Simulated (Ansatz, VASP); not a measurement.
## Two plane-wave programs on NaF

The input POSCAR:

```
NaF
1.0
    0.0000000000      2.3200000000      2.3200000000
    2.3200000000      0.0000000000      2.3200000000
    2.3200000000      2.3200000000      0.0000000000
Na F
1 1
Direct
    0.0000000000      0.0000000000      0.0000000000
    0.5000000000      0.5000000000      0.5000000000
```

Contents of INCAR.step1:

```
ALGO = Normal
EDIFF = 1E-4
ENCUT = 520
GGA = PE
ISMEAR = -1
LASPH = True
LCHARG = False
LREAL = False
LWAVE = True
NBANDS = 14
NELM = 100
PREC = Accurate
SIGMA = 0.05
```

The input INCAR.step2:

```
ALGO = Normal
EDIFF = 1E-6
ENCUT = 520
ISIF = 2
ISMEAR = -1
ISTART = 1
LASPH = True
LCHARG = False
LMIXTAU = True
LREAL = False
LWAVE = False
METAGGA = R2SCAN
NBANDS = 14
NELM = 100
PREC = Accurate
SIGMA = 0.05
```

Contents of KPOINTS:

```
k-points
0
Gamma
  10 10 10
```

The input input.yaml:

```yaml
crystal:
  lattice:
    - [0.0, 2.32, 2.32]
    - [2.32, 0.0, 2.32]
    - [2.32, 2.32, 0.0]
  atoms:
    - { symbol: Na, position: [0.0, 0.0, 0.0] }
    - { symbol: F, position: [0.5, 0.5, 0.5] }
hamiltonian:
  xc: r2scan
  pseudopotentials: { kind: paw }
kpoints:
  mp_grid: { grid: [10, 10, 10] }
scf:
  occupations: { method: fermi_dirac, width: 0.05 }
output:
  forces: true
  stress: true
  eigenvalues: true
```

Alike in both runs: task single point; functional r2SCAN; k mesh 10 × 10 × 10; occupations fermi-dirac, width 0.05 eV; no spin polarisation.

|  | VASP | Ansatz |
| --- | --- | --- |
| version | VASP 6.6.1 | Ansatz 0.2.0 |
| potentials or method | VASP PAW PBE potentials, release 64 (Na_pv, F) | Ansatz PAW |
| plane-wave cutoff (eV) | 520 | 500 |
| valence electrons in the cell | 14 | 16 |

VASP gave:

| Property | Result |
| --- | --- |
| gap on the k mesh at the Fermi level (eV) | 7.15 |
| least direct gap on the mesh (eV) | 7.15 |
| pressure (GPa) | -2.0 |

Q: Which values does Ansatz return?

A: gap on the k mesh at the Fermi level (eV): 7.11; least direct gap on the mesh (eV): 7.11; pressure (GPa): -1.5.

VASP's potentials were made for PBE, not for r2SCAN. VASP's potentials hold 14 valence electrons a cell and Ansatz's 16, so a difference there can come from the potentials and not from the codes.
